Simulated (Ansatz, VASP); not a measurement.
**One calculation of Al, two programs**

```
Al
1.0
    -1.42914    1.42914    2.23775
     1.42914   -1.42914    2.23775
     1.42914    1.42914   -2.23775
Al
1
Direct
  0.00000 0.00000 0.00000
```

Alike in both runs: task single point; functional PBE; k mesh 22 × 22 × 22; occupations gaussian, width 0.15 eV; no spin polarisation.

|  | VASP | Ansatz |
| --- | --- | --- |
| version | VASP 6.6.1 | Ansatz 0.2.0 |
| potentials or method | VASP PAW PBE potentials, release 64 (Al), cutoff 520 eV | scalar-relativistic, plane waves, PAW |
| valence electrons in the cell | 3 | 3 |

VASP gave:

| Quantity | Value |
| --- | --- |
| gap on the k mesh at the Fermi level (eV) | none |
| pressure (GPa) | -5.8 |
| traceless stress, the component that is largest in VASP (GPa) | -2.06 |

Problem. Which values does Ansatz return?

Solution. gap on the k mesh at the Fermi level (eV): none; pressure (GPa): -5.7; traceless stress, the component that is largest in VASP (GPa): -2.07.

A gap of «none» marks a metal or a gap that the smearing closes. The functional is the same, so the differences come from potentials, cutoffs and numerics.
